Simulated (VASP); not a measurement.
# SrTiO3 (Pm-3m) in VASP: a series of runs, part 2 of 2

VASP 6.6.1.

## 3. Electric field gradients, PBEsol (volume scaled by 0.98)

The input, INCAR:

```
SYSTEM = SrTiO3
  PREC = Accurate
  ENCUT = 520
  EDIFF = 1E-8
  ISMEAR = -1
  SIGMA = 0.05
  LREAL = .False.
  LASPH = .True.
  NELM = 100
  ALGO = Normal
  ISIF = 2
  LWAVE = .False.
  LCHARG = .False.
  GGA = PS
  LEFG = .True.
  NBANDS = 28
```

The input, KPOINTS:

```
Automatic mesh
0
Gamma
  7 7 7
  0 0 0
```

The input, POSCAR:

```
SrTiO3
1.0
    3.8787911566      0.0000000000      0.0000000000
    0.0000000000      3.8787911566      0.0000000000
    0.0000000000      0.0000000000      3.8787911566
Sr Ti O
1 1 3
Direct
    0.0000000000      0.0000000000      0.0000000000
    0.5000000000      0.5000000000      0.5000000000
    0.0000000000      0.5000000000      0.5000000000
    0.5000000000      0.0000000000      0.5000000000
    0.5000000000      0.5000000000      0.0000000000
```

Potentials or basis: VASP PAW PBE potentials, release 64 (Sr_sv, Ti_sv, O).

Command:

```
cat potpaw_PBE.64/Sr_sv/POTCAR potpaw_PBE.64/Ti_sv/POTCAR potpaw_PBE.64/O/POTCAR > POTCAR
mpirun -np 1 vasp_std > vasp.out
```

OUTCAR:

```text
SYSTEM = SrTiO3
   PREC = Accurate
   ENCUT = 520
   EDIFF = 1E-8
   ISMEAR = -1
   LREAL = .False.
   LASPH = .True.
   NELM = 100
   ISIF = 2
   GGA = PS

 ion  position               nearest neighbor table
   1  0.000  0.000  0.000-   3 2.74   4 2.74   5 2.74   3 2.74   4 2.74   3 2.74   5 2.74   3 2.74
                             4 2.74   5 2.74   4 2.74   5 2.74   2 3.36   2 3.36   2 3.36   2 3.36
   2  0.500  0.500  0.500-   3 1.94   4 1.94   5 1.94   5 1.94   4 1.94   3 1.94   1 3.36   1 3.36
                             1 3.36   1 3.36   1 3.36   1 3.36   1 3.36   1 3.36
   3  0.000  0.500  0.500-   2 1.94   2 1.94   1 2.74   1 2.74   1 2.74   1 2.74
   4  0.500  0.000  0.500-   2 1.94   2 1.94   1 2.74   1 2.74   1 2.74   1 2.74
   5  0.500  0.500  0.000-   2 1.94   2 1.94   1 2.74   1 2.74   1 2.74   1 2.74

  LATTYP: Found a simple cubic cell.
 ALAT       =     3.8787911566

  Lattice vectors:

 A1 = (   3.8787911566,   0.0000000000,   0.0000000000)
 A2 = (   0.0000000000,   3.8787911566,   0.0000000000)
 A3 = (   0.0000000000,   0.0000000000,   3.8787911566)

Analysis of symmetry for initial positions (statically):
=====================================================================
 Subroutine PRICEL returns:
 Original cell was already a primitive cell.

 Routine SETGRP: Setting up the symmetry group for a
 simple cubic supercell.

 Subroutine GETGRP returns: Found 48 space group operations
 (whereof 48 operations were pure point group operations)
 out of a pool of 48 trial point group operations.

The static configuration has the point symmetry O_h .

Analysis of symmetry for dynamics (positions and initial velocities):
=====================================================================
 Subroutine PRICEL returns:
 Original cell was already a primitive cell.
[... 790 lines left out ...]
  Total        0.9119489      0.9119489      0.9119489      0.0000000     -0.0000000      0.0000000
  in kB       25.0375538     25.0375538     25.0375538      0.0000000     -0.0000000      0.0000000
  external PRESSURE =      25.0375538 kB  Pullay stress =       0.0000000 kB

 VOLUME and BASIS-vectors are now :
 -----------------------------------------------------------------------------
  energy-cutoff  :      520.00
  volume of cell :       58.36
      direct lattice vectors                 reciprocal lattice vectors
     3.878791157  0.000000000  0.000000000     0.257812282  0.000000000  0.000000000
     0.000000000  3.878791157  0.000000000     0.000000000  0.257812282  0.000000000
     0.000000000  0.000000000  3.878791157     0.000000000  0.000000000  0.257812282

 POSITION                                       TOTAL-FORCE (eV/Angst)
 -----------------------------------------------------------------------------------
      0.00000      0.00000      0.00000         0.000000      0.000000      0.000000
      1.93940      1.93940      1.93940         0.000000      0.000000      0.000000
      0.00000      1.93940      1.93940         0.000000      0.000000      0.000000
      1.93940      0.00000      1.93940         0.000000      0.000000      0.000000
      1.93940      1.93940      0.00000         0.000000      0.000000      0.000000
 -----------------------------------------------------------------------------------
    total drift:                                0.000000      0.000000     -0.000000

  FREE ENERGIE OF THE ION-ELECTRON SYSTEM (eV)
  ---------------------------------------------------
  free  energy   TOTEN  =       -42.0093078487 eV

  energy  without entropy=      -42.0093078479  energy(sigma->0) =      -42.00930785

 Electric field gradients (V/A^2)
---------------------------------------------------------------------
 ion       V_xx      V_yy      V_zz      V_xy      V_xz      V_yz
---------------------------------------------------------------------
   1       0.000    -0.000    -0.000    -0.000    -0.000    -0.000
   2       0.000     0.000     0.000    -0.000     0.000     0.000
   3       7.295    -3.648    -3.648    -0.000     0.000     0.000
   4      -3.648     7.295    -3.648    -0.000    -0.000     0.000
   5      -3.648    -3.648     7.295    -0.000     0.000     0.000
---------------------------------------------------------------------

 Electric field gradients after diagonalization (V/A^2)
 (convention: |V_zz| > |V_xx| > |V_yy|)
----------------------------------------------------------------------
 ion       V_xx      V_yy      V_zz     asymmetry (V_yy - V_xx)/ V_zz
----------------------------------------------------------------------
   1      -0.000     0.000    -0.000      -0.709
   2       0.000     0.000     0.000      -0.071
   3      -3.648    -3.648     7.295       0.000
   4      -3.648    -3.648     7.295       0.000
   5      -3.648    -3.648     7.295       0.000
----------------------------------------------------------------------

           NMR quadrupolar parameters

 Cq : quadrupolar parameter    Cq=e*Q*V_zz/h
 eta: asymmetry parameters     (V_yy - V_xx)/ V_zz
 Q  : nuclear electric quadrupole moment in mb (millibarn)
----------------------------------------------------------------------
 ion       Cq(MHz)       eta       Q (mb)
----------------------------------------------------------------------
   1      -0.000      -0.709       1.000
   2       0.000      -0.071       1.000
   3       0.018       0.000       1.000
   4       0.018       0.000       1.000
   5       0.018       0.000       1.000
----------------------------------------------------------------------
```

OSZICAR:

```text
N       E                     dE             d eps       ncg     rms          rms(c)
DAV:   1     0.426097942472E+03    0.42610E+03   -0.21363E+04  1120   0.160E+03
DAV:   2    -0.886707757108E+01   -0.43497E+03   -0.41647E+03  1296   0.439E+02
DAV:   3    -0.496738578644E+02   -0.40807E+02   -0.40542E+02  1552   0.130E+02
DAV:   4    -0.515196246634E+02   -0.18458E+01   -0.18419E+01  1672   0.236E+01
DAV:   5    -0.515643022347E+02   -0.44678E-01   -0.44670E-01  1556   0.315E+00    0.276E+01
DAV:   6    -0.420801085854E+02    0.94842E+01   -0.47989E+01  1584   0.639E+01    0.156E+01
DAV:   7    -0.420897578985E+02   -0.96493E-02   -0.68098E+00  1468   0.195E+01    0.116E+01
DAV:   8    -0.421346448031E+02   -0.44887E-01   -0.16943E+00  1316   0.139E+01    0.346E+00
DAV:   9    -0.420184550533E+02    0.11619E+00   -0.43742E-01  1336   0.688E+00    0.117E+00
DAV:  10    -0.420165230891E+02    0.19320E-02   -0.10400E-01  1360   0.210E+00    0.817E-01
DAV:  11    -0.420093569190E+02    0.71662E-02   -0.28276E-02  1684   0.168E+00    0.162E-01
DAV:  12    -0.420093156268E+02    0.41292E-04   -0.19894E-03  1340   0.505E-01    0.112E-01
DAV:  13    -0.420093192153E+02   -0.35885E-05   -0.66852E-04  1664   0.183E-01    0.603E-02
DAV:  14    -0.420093148738E+02    0.43415E-05   -0.51549E-05  1348   0.575E-02    0.309E-02
DAV:  15    -0.420093088880E+02    0.59858E-05   -0.14914E-05  1660   0.335E-02    0.184E-02
DAV:  16    -0.420093077406E+02    0.11473E-05   -0.12512E-05  1284   0.286E-02    0.186E-03
DAV:  17    -0.420093078397E+02   -0.99090E-07   -0.89641E-07  1500   0.733E-03    0.246E-03
DAV:  18    -0.420093078487E+02   -0.89690E-08   -0.35984E-08  1180   0.185E-03
   1 F= -.42009308E+02 E0= -.42009308E+02  d E =-.820212E-09
```

Run time: 89 s. Hardware: 1 thread of AMD EPYC 7R13 (Zen 3), shared host; peak memory 0.15 GiB.

Results:

| Item | Value |
| --- | --- |
| Free energy | -42.0093 eV |
| Pressure | 2.5 GPa |
| Band gap on the k mesh | 1.90 eV, indirect (least direct gap 2.18 eV) |

Levels at points of the mesh, in eV from the valence-band top:
| k point | band 18 | band 19 | band 20 | band 21 | band 22 | band 23 |
| --- | --- | --- | --- | --- | --- | --- |
| (0.00, 0.00, 0.00) | -0.28 | -0.28 | -0.28 | 1.90 | 1.90 | 1.90 |

Electric field gradients, principal values (V/Å²):
```tsv
atom	least	middle	greatest (by size)
1 Sr	0.000	0.000	0.000
2 Ti	0.000	0.000	0.000
3 O	-3.648	-3.648	7.295
4 O	-3.648	-3.648	7.295
5 O	-3.648	-3.648	7.295
```

Caveat: without QUAD_EFG the Cq values of the log hold for a quadrupole moment of 1 mb, not for the nuclei; the PAW data sets were made with another functional, which shifts forces and pressure a little. A k mesh can miss the band edges.

## 4. Electric field gradients, PBEsol (volume scaled by 1.01)

The input, INCAR:

```
SYSTEM = SrTiO3
PREC = Accurate
ENCUT = 520
EDIFF = 1E-8
ISMEAR = -1
SIGMA = 0.05
LREAL = .FALSE.
LASPH = .TRUE.
NELM = 80
ALGO = Normal
ISIF = 2
LWAVE = .FALSE.
LCHARG = .FALSE.
GGA = PS
LEFG = .TRUE.
NBANDS = 28
```

The input, KPOINTS:

```
regular mesh
0
G
  7 7 7
  0 0 0
```

Changes to POSCAR since step 3:

```diff
@@ -2,5 +2,5 @@
 1.0
-    3.8787911566      0.0000000000      0.0000000000
-    0.0000000000      3.8787911566      0.0000000000
-    0.0000000000      0.0000000000      3.8787911566
+    3.9179735172      0.0000000000      0.0000000000
+    0.0000000000      3.9179735172      0.0000000000
+    0.0000000000      0.0000000000      3.9179735172
 Sr Ti O
```

Potentials or basis: VASP PAW PBE potentials, release 64 (Sr_sv, Ti_sv, O).

Command:

```
cat potpaw_PBE.64/Sr_sv/POTCAR potpaw_PBE.64/Ti_sv/POTCAR potpaw_PBE.64/O/POTCAR > POTCAR
mpirun -np 1 vasp_std > vasp.out
```

OUTCAR:

```text
SYSTEM = SrTiO3
   PREC = Accurate
   ENCUT = 520
   EDIFF = 1E-8
   ISMEAR = -1
   LREAL = .FALSE.
   LASPH = .TRUE.
   NELM = 80
   ISIF = 2
   GGA = PS

 ion  position               nearest neighbor table
   1  0.000  0.000  0.000-   3 2.77   4 2.77   5 2.77   3 2.77   4 2.77   3 2.77   5 2.77   3 2.77
                             4 2.77   5 2.77   4 2.77   5 2.77   2 3.39   2 3.39   2 3.39   2 3.39
   2  0.500  0.500  0.500-   3 1.96   4 1.96   5 1.96   5 1.96   4 1.96   3 1.96   1 3.39   1 3.39
                             1 3.39   1 3.39   1 3.39   1 3.39   1 3.39   1 3.39
   3  0.000  0.500  0.500-   2 1.96   2 1.96   1 2.77   1 2.77   1 2.77   1 2.77
   4  0.500  0.000  0.500-   2 1.96   2 1.96   1 2.77   1 2.77   1 2.77   1 2.77
   5  0.500  0.500  0.000-   2 1.96   2 1.96   1 2.77   1 2.77   1 2.77   1 2.77

  LATTYP: Found a simple cubic cell.
 ALAT       =     3.9179735172

  Lattice vectors:

 A1 = (   3.9179735172,   0.0000000000,   0.0000000000)
 A2 = (   0.0000000000,   3.9179735172,   0.0000000000)
 A3 = (   0.0000000000,   0.0000000000,   3.9179735172)

Analysis of symmetry for initial positions (statically):
=====================================================================
 Subroutine PRICEL returns:
 Original cell was already a primitive cell.

 Routine SETGRP: Setting up the symmetry group for a
 simple cubic supercell.

 Subroutine GETGRP returns: Found 48 space group operations
 (whereof 48 operations were pure point group operations)
 out of a pool of 48 trial point group operations.

The static configuration has the point symmetry O_h .

Analysis of symmetry for dynamics (positions and initial velocities):
=====================================================================
 Subroutine PRICEL returns:
 Original cell was already a primitive cell.
[... 790 lines left out ...]
  Total       -1.1384506     -1.1384506     -1.1384506      0.0000000      0.0000000      0.0000000
  in kB      -30.3277570    -30.3277570    -30.3277570      0.0000000      0.0000000      0.0000000
  external PRESSURE =     -30.3277570 kB  Pullay stress =       0.0000000 kB

 VOLUME and BASIS-vectors are now :
 -----------------------------------------------------------------------------
  energy-cutoff  :      520.00
  volume of cell :       60.14
      direct lattice vectors                 reciprocal lattice vectors
     3.917973517  0.000000000  0.000000000     0.255233987  0.000000000  0.000000000
     0.000000000  3.917973517  0.000000000     0.000000000  0.255233987  0.000000000
     0.000000000  0.000000000  3.917973517     0.000000000  0.000000000  0.255233987

 POSITION                                       TOTAL-FORCE (eV/Angst)
 -----------------------------------------------------------------------------------
      0.00000      0.00000      0.00000         0.000000      0.000000      0.000000
      1.95899      1.95899      1.95899         0.000000      0.000000      0.000000
      0.00000      1.95899      1.95899         0.000000      0.000000      0.000000
      1.95899      0.00000      1.95899         0.000000      0.000000      0.000000
      1.95899      1.95899      0.00000         0.000000      0.000000      0.000000
 -----------------------------------------------------------------------------------
    total drift:                                0.000000      0.000000     -0.000000

  FREE ENERGIE OF THE ION-ELECTRON SYSTEM (eV)
  ---------------------------------------------------
  free  energy   TOTEN  =       -42.0078476409 eV

  energy  without entropy=      -42.0078476394  energy(sigma->0) =      -42.00784764

 Electric field gradients (V/A^2)
---------------------------------------------------------------------
 ion       V_xx      V_yy      V_zz      V_xy      V_xz      V_yz
---------------------------------------------------------------------
   1      -0.000     0.000    -0.000    -0.000    -0.000     0.000
   2       0.000     0.000     0.000     0.000    -0.000    -0.000
   3      10.374    -5.187    -5.187    -0.000    -0.000    -0.000
   4      -5.187    10.374    -5.187     0.000     0.000     0.000
   5      -5.187    -5.187    10.374    -0.000     0.000    -0.000
---------------------------------------------------------------------

 Electric field gradients after diagonalization (V/A^2)
 (convention: |V_zz| > |V_xx| > |V_yy|)
----------------------------------------------------------------------
 ion       V_xx      V_yy      V_zz     asymmetry (V_yy - V_xx)/ V_zz
----------------------------------------------------------------------
   1       0.000    -0.000    -0.000       0.349
   2       0.000     0.000     0.000      -0.782
   3      -5.187    -5.187    10.374       0.000
   4      -5.187    -5.187    10.374       0.000
   5      -5.187    -5.187    10.374       0.000
----------------------------------------------------------------------

           NMR quadrupolar parameters

 Cq : quadrupolar parameter    Cq=e*Q*V_zz/h
 eta: asymmetry parameters     (V_yy - V_xx)/ V_zz
 Q  : nuclear electric quadrupole moment in mb (millibarn)
----------------------------------------------------------------------
 ion       Cq(MHz)       eta       Q (mb)
----------------------------------------------------------------------
   1      -0.000       0.349       1.000
   2       0.000      -0.782       1.000
   3       0.025       0.000       1.000
   4       0.025       0.000       1.000
   5       0.025       0.000       1.000
----------------------------------------------------------------------
```

It took 54 s on 1 thread of AMD EPYC 7R13 (Zen 3), shared host; peak memory 0.15 GiB.

Results:

```yaml
Free_energy: -42.0078 eV
Pressure: -3.0 GPa
Band_gap_on_the_k_mesh: 1.85 eV, indirect (least direct gap 2.15 eV)
```

Levels at points of the mesh, in eV from the valence-band top:
```csv
k point,band 16,band 17,band 18,band 19,band 20,band 21,band 22,band 23,band 24,band 25
"(0.00, 0.00, 0.00)",-1.11,-1.11,-0.30,-0.30,-0.30,1.85,1.85,1.85,4.33,4.33
```

Electric field gradients, principal values (V/Å²):
```csv
atom,least,middle,greatest (by size)
1 Sr,0.000,0.000,0.000
2 Ti,0.000,0.000,0.000
3 O,-5.187,-5.187,10.374
4 O,-5.187,-5.187,10.374
5 O,-5.187,-5.187,10.374
```

Caveat: without QUAD_EFG the Cq values of the log hold for a quadrupole moment of 1 mb, not for the nuclei; the PAW data sets were made with another functional, which shifts forces and pressure a little. A k mesh can miss the band edges.

## 5. The runs side by side

```csv
cell,gap on the mesh (eV),pressure (GPa)
"a = 3.825 Å, 5 atoms",1.98,11.5
"a = 3.879 Å, 5 atoms",1.90,2.5
"a = 3.918 Å, 5 atoms",1.85,-3.0
```

Alike in all rows: task electric field gradients; level PBEsol; potentials or basis VASP PAW PBE potentials, release 64 (Sr_sv, Ti_sv, O); no spin polarisation; k mesh 7 × 7 × 7; cutoff (eV) 520; smearing fermi-dirac 0.05 eV.

Caveats: the PAW data sets were made with another functional, which shifts forces and pressure a little.

Total energies depend on the potentials used, so only differences within one code and one set of settings carry meaning.
